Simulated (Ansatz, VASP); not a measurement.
# Al3Cu: VASP beside Ansatz

```
CELL_PARAMETERS angstrom
3.92415 0.00000 0.00000
0.00000 3.92415 0.00000
0.00000 0.00000 3.92415
ATOMIC_POSITIONS crystal
Al 0.00000 0.50000 0.50000
Al 0.50000 0.00000 0.50000
Al 0.50000 0.50000 0.00000
Cu 0.00000 0.00000 0.00000
```

Alike in both runs: task single point; functional r2SCAN; k mesh 8 × 8 × 8; occupations gaussian, width 0.1 eV; no spin polarisation.

```csv
,VASP,Ansatz
version,VASP 6.6.1,Ansatz 0.2.0
potentials or method,"VASP PAW PBE potentials, release 64 (Al, Cu), cutoff 520 eV","scalar-relativistic, plane waves, PAW"
valence electrons in the cell,20,28
```

```tsv
	VASP	Ansatz	Ansatz less VASP
gap on the k mesh at the Fermi level (eV)	none	none	-
pressure (GPa)	-2.8	-2.7	+0.12
```

VASP's potentials were made for PBE, not for r2SCAN. A gap of «none» marks a metal or a gap that the smearing closes. With one functional, cell and mesh, what is left measures potentials, basis and numerics. VASP's potentials hold 20 valence electrons a cell and Ansatz's 28, so a difference there can come from the potentials and not from the codes.
